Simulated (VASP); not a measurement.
The system is BiAsSe.

```
Bi As Se
1.0
     4.73042    0.00000    0.00000
     0.00000    4.73042    0.00000
     0.00000    0.00000    3.79441
Bi As Se
1 1 1
Direct
  0.00000 0.00000 0.60411
  0.50000 0.50000 0.13724
  0.50000 0.50000 0.78015
```

```yaml
Program: VASP 6.6.1
Task: relaxation of cell and atoms
Functional: PBE
Potentials_or_basis: VASP PAW PBE potentials, release 64 (Bi_d, As, Se)
Cutoff: 600 eV
k_mesh: 4 × 4 × 4
Occupations: gaussian, width 0.1 eV
Spin: no spin polarisation
```

At the start: pressure 122.7 GPa; volume 28.30 Å³/atom.

**Question.** Where does the relaxation end?

**Answer.** Over 38 steps the energy falls by 11259.2 meV/atom and the volume is 30.88 Å³/atom (+9.1 %); space group P4mm (No. 99, to 0.05 Å).

The path:
| step | energy change (eV) | largest force (eV/Å) | pressure (GPa) | volume (Å³) |
| --- | --- | --- | --- | --- |
| 1 | 0.0000 | 135.4491 | 122.70 | 84.91 |
| 2 | 61.7887 | 0.8904 | -57.98 | 349.80 |
| 3 | -30.2989 | 1.2405 | -10.73 | 187.86 |
| 4 | -30.5975 | 3.2249 | -6.76 | 183.90 |
| 5 | -30.2235 | 7.1677 | -3.74 | 181.93 |
| 6 | -31.2720 | 11.5323 | 5.99 | 137.67 |
| 7 | -31.2397 | 12.0885 | 7.08 | 133.57 |
| 8 | -32.3345 | 6.9664 | 3.57 | 129.45 |
| 9 | -33.0864 | 2.8950 | 0.57 | 123.93 |
| 10 | -33.2773 | 1.4647 | -1.35 | 113.32 |
| 11 | -33.3302 | 1.0455 | -1.23 | 115.91 |
| 12 | -33.3369 | 0.9888 | -1.08 | 117.29 |
| 13 | -33.3369 | 1.0018 | -1.12 | 116.98 |
| 14 | -33.3568 | 0.9911 | -0.97 | 116.13 |
| 15 | -33.4109 | 0.9574 | -0.55 | 113.58 |
| 16 | -33.4970 | 0.8797 | 0.30 | 108.57 |
| 17 | -33.5868 | 1.2951 | 2.31 | 98.85 |
| 18 | -33.2356 | 3.2306 | 11.12 | 80.60 |
| 19 | -33.5280 | 1.9912 | 3.92 | 95.86 |
| 20 | -33.5534 | 1.8503 | 3.73 | 95.31 |
| 21 | -33.6176 | 1.4622 | 3.23 | 93.68 |
| 22 | -33.6982 | 0.8554 | 2.52 | 90.44 |
| 23 | -33.6586 | 0.0847 | 3.01 | 84.03 |
| 24 | -33.7145 | 0.6027 | 2.50 | 88.11 |
| 25 | -33.7151 | 0.4603 | 2.48 | 87.14 |
| 26 | -33.7319 | 0.3511 | 1.74 | 88.49 |
| 27 | -33.7469 | 0.3115 | 0.43 | 91.29 |
| 28 | -33.7473 | 0.3164 | 0.23 | 91.76 |
| 29 | -33.7493 | 0.3023 | 0.19 | 91.85 |
| 30 | -33.7546 | 0.2613 | 0.07 | 92.14 |
| 31 | -33.7610 | 0.1762 | -0.16 | 92.72 |
| 32 | -33.7571 | 0.1804 | -0.55 | 93.88 |
| 33 | -33.7622 | 0.1350 | -0.29 | 93.09 |
| 34 | -33.7648 | 0.1136 | -0.30 | 93.09 |
| 35 | -33.7710 | 0.0728 | -0.32 | 93.08 |
| 36 | -33.7770 | 0.0721 | -0.31 | 93.04 |
| 37 | -33.7771 | 0.0910 | -0.31 | 93.04 |
| 38 | -33.7777 | 0.0346 | -0.04 | 92.65 |

Final structure:
```
Bi As Se
1.0
     4.05174    0.00000    0.00000
     0.00000    4.05174    0.00000
     0.00000    0.00000    5.64365
Bi As Se
1 1 1
Cartesian
  4.0517 4.0517 2.9914
  2.0259 2.0259 4.0336
  2.0259 2.0259 1.5618
```

Caveat: the k points lie up to 0.39 Å⁻¹ apart in the final cell; this functional lacks dispersion, which binds the layers, so the pressure and a relaxed spacing across them are unreliable.
